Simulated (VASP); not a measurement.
Runs of VASP 6.6.1 on Si. The structure is that of space group I4_1/amd (No. 141), or close to it. The cells are those of the table. 

```csv
task,cell,cutoff (eV),gap on the mesh (eV),pressure (GPa)
single point,"a = 2.801 Å, angles 97.0, 97.0, 139.0°, 2 atoms",520,none,(a)
single point,"a = 2.800 Å, angles 97.1, 97.1, 139.0°, 2 atoms",520,none,460.4
relaxation of cell and atoms,"relaxed to 460 GPa from a = 2.801 Å, angles 97.0, 97.0, 139.0°, 2 atoms",600,none,460.1
relaxation of cell and atoms,"relaxed to 460 GPa from a = 2.707 Å, angles 97.5, 97.5, 137.5°, 2 atoms",600,none,460.0
```

Alike in all rows: level PBE; potentials or basis VASP PAW PBE potentials, release 64 (Si); no spin polarisation; k mesh 21 × 21 × 21; smearing fermi-dirac 0.08 eV.

**Question.** Estimate the missing entries.

**Answer.** (a) 459.5.

Caveats: the cell stands under pressure (at least some runs); the cell is relaxed towards a set pressure, so the run minimises the enthalpy, not the energy (at least some runs).

A gap of «none» marks levels without a gap at the run's occupations.
